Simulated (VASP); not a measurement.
Runs of VASP 6.6.1 on TiO. The structure is that of space group Pm-3m (No. 221), or close to it. The cells are those of the table. 

```csv
spin,cell,k mesh,smearing,gap on the mesh (eV),pressure (GPa),moment (μB)
collinear,"a = 4.034 Å, 6 atoms",10 × 10 × 10,gaussian 0.1 eV,none,0.5,0.00
off,"a = 4.034 Å, 6 atoms",12 × 12 × 12,gaussian 0.15 eV,none,0.5,-
collinear,"a = 4.087 Å, 6 atoms",4 × 4 × 4,gaussian 0.1 eV,none,-7.5,(a)
off,"a = 4.034 Å, 6 atoms",14 × 14 × 14,gaussian 0.15 eV,none,0.6,-
```

Alike in all rows: task single point; level PBEsol; potentials or basis VASP PAW PBE potentials, release 64 (Ti_sv, O); cutoff (eV) 520.

Problem. Fill in the values left out.

Solution. (a) 0.81.

Caveats: some runs use coarse meshes; the PAW data sets were made with another functional, which shifts forces and pressure a little; semilocal functionals often make such compounds metallic where correlation or magnetic order opens a gap, which also shifts bond lengths; a moment this small can come from the mesh or the smearing (at least some runs).

A gap of «none» marks levels without a gap at the run's occupations.
